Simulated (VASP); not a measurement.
Input of a VASP 6.6.1 run:

INCAR

```
ALGO = Normal
EDIFF = 1E-6
ENCUT = 600
GGA = PS
GGA_COMPAT = False
ISIF = 2
ISMEAR = 1
LASPH = True
LCHARG = False
LREAL = False
LWAVE = False
NBANDS = 24
NELM = 120
PREC = Accurate
SIGMA = 0.001
```

The input KPOINTS:

```
k-points
0
Gamma
  6 6 4
```

Contents of POSCAR:

```
SrO
1.0
    4.2700309501      0.0000000000      0.0000000000
   -2.1350154750      3.6979552777      0.0000000000
    0.0000000000      0.0000000000      5.1444468281
Sr O
2 2
Direct
    0.3333333333      0.6666666667     -0.0625000000
    0.6666666667      0.3333333333      0.4375000000
    0.3333333333      0.6666666667      0.4375000000
    0.6666666667      0.3333333333      0.9375000000
```

Potentials or basis: VASP PAW PBE potentials, release 64 (Sr_sv, O).

The run is started by

```bash
$ cat potpaw_PBE.64/Sr_sv/POTCAR potpaw_PBE.64/O/POTCAR > POTCAR
$ mpirun -np 1 vasp_std > vasp.out
```

Problem. What does it give for the pressure?

Solution. -1.2 GPa.

Problem. Estimate the band gap on the k mesh.

Solution. 2.52 eV.

Caveat: the structure was generated, so it needn't be the stable form of SrO; the PAW data sets were made with another functional, which shifts forces and pressure a little.
